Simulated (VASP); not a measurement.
Input of a VASP 6.6.1 run:

The input INCAR:

```
ALGO = Normal ; EDIFF = 1E-6
EDIFFG = -0.01 ; ENCUT = 600
GGA = PS ; IBRION = 2
ISIF = 3 ; ISMEAR = -1
LASPH = True ; LCHARG = False
LREAL = False ; LWAVE = False
NELM = 80 ; NSW = 100
PREC = Accurate ; SIGMA = 0.03
```

KPOINTS

```
k-points
0
Gamma
  4 4 4
```

The input POSCAR:

```
RuS2
1.0
    5.6306097200      0.0000000000      0.0000000000
    0.0000000000      5.6306097200      0.0000000000
    0.0000000000      0.0000000000      5.6306097200
Ru S
4 8
Direct
    0.0000000000      0.5000000000      0.5000000000
    0.5000000000      0.5000000000      0.0000000000
    0.5000000000      0.0000000000      0.5000000000
    0.0000000000      0.0000000000      0.0000000000
    0.3882041700      0.1117958300      0.8882041700
    0.1117958300      0.8882041700      0.3882041700
    0.8882041700      0.3882041700      0.1117958300
    0.6117958300      0.6117958300      0.6117958300
    0.3882041700      0.3882041700      0.3882041700
    0.1117958300      0.6117958300      0.8882041700
    0.8882041700      0.1117958300      0.6117958300
    0.6117958300      0.8882041700      0.1117958300
```

Potentials or basis: VASP PAW PBE potentials, release 64 (Ru_pv, S).

Command:

```sh
$ cat potpaw_PBE.64/Ru_pv/POTCAR potpaw_PBE.64/S/POTCAR > POTCAR
$ mpirun -np 1 vasp_std > vasp.out
```

**Question.** Estimate the space group after relaxing (to 0.1 Å).

**Answer.** Pa-3 (No. 205).

**Question.** Predict the band gap on the k mesh.

**Answer.** 0.52 eV (least direct gap 0.76 eV).

**Question.** Predict the relaxed volume.

**Answer.** 14.47 Å³/atom.

**Question.** What does it give for the relaxed cell?

**Answer.** a = 5.579 Å, b = 5.579 Å, c = 5.579 Å, α = 90.00°, β = 90.00°, γ = 90.00°.

Step by step:
```tsv
step	energy change (eV)	largest force (eV/Å)	pressure (GPa)	volume (Å³)
1	0.0000	0.2782	-5.06	178.51
2	0.0987	0.0391	9.11	166.65
3	-0.0868	0.1933	0.23	173.55
4	-0.0868	0.1916	0.31	173.45
5	-0.0952	0.0456	0.13	173.62
6	-0.0958	0.0009	0.08	173.68
```

Caveat: semilocal functionals underestimate gaps, and a narrow one can read as zero; the PAW data sets were made with another functional, which shifts forces and pressure a little. A k mesh can miss the band edges.
